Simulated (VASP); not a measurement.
Write the native input for VASP 6.6.1 that does the following.

```yaml
Task: single point
Functional: PBE
Potentials_or_basis: VASP PAW PBE potentials, release 64 (Hg)
Cutoff: 520 eV
k_mesh: 8 × 8 × 8
Occupations: gaussian, width 0.1 eV
Spin: no spin polarisation
Hubbard_terms: Hg d U = 8.5 eV, J = 0.63 eV
Dipole_correction: no
LDAUTYPE: 1
Hund's_J: 0.63
Further_INCAR_settings: ALGO = Normal; EDIFF = 1e-06; NBANDS = 12
```

The structure of Hg lies in POSCAR:

```
Hg
1.0
    0.0000000000      2.3919113801      2.3919113801
    2.3919113801      0.0000000000      2.3919113801
    2.3919113801      2.3919113801      0.0000000000
Hg
1
Direct
    0.0000000000      0.0000000000      0.0000000000
```

One way to write it, as run:

INCAR

```
SYSTEM = Hg
ALGO     = Normal         ! electronic algorithm
EDIFF    = 1E-6           ! SCF threshold, eV
ENCUT    = 520            ! plane-wave cutoff, eV
GGA      = PE             ! functional
ISIF     = 2              ! what is computed and relaxed
ISMEAR   = 0              ! smearing method
LASPH    = .True.         ! aspherical terms in the spheres
LCHARG   = .False.        ! write CHGCAR
LDAU     = .True.         ! DFT+U
LDAUJ    = 0.63         
LDAUL    = 2              ! shell
LDAUPRINT= 1            
LDAUTYPE = 1            
LDAUU    = 8.5            ! U, eV
LREAL    = .False.        ! projectors in reciprocal space
LWAVE    = .False.        ! write WAVECAR
NBANDS   = 12             ! bands
NELM     = 150            ! most SCF steps
PREC     = Accurate       ! precision mode
SIGMA    = 0.1            ! smearing width, eV
```

KPOINTS

```
k-points
0
Gamma
  8 8 8
  0 0 0
```

Potentials or basis: VASP PAW PBE potentials, release 64 (Hg).

Run with:

```bash
$ cat potpaw_PBE.64/Hg/POTCAR > POTCAR
$ mpirun -np 1 vasp_std > vasp.out
```

Results of the run:

```json
{
  "Pressure": "1.6 GPa",
  "Band gap on the k mesh": "zero (band 6 reaches 1.54 eV, above the bottom of band 7 at 0.79 eV)"
}
```

Caveat: spin-orbit coupling is left out, which moves the levels of the heavy elements; U without spin polarisation on a metal has little footing; the U is typed as a test and isn't derived for this compound.

It took 6.6 s on 1 thread of Intel(R) Xeon(R) Platinum 8488C (Sapphire Rapids), on a shared host, peak memory 0.15 GiB.
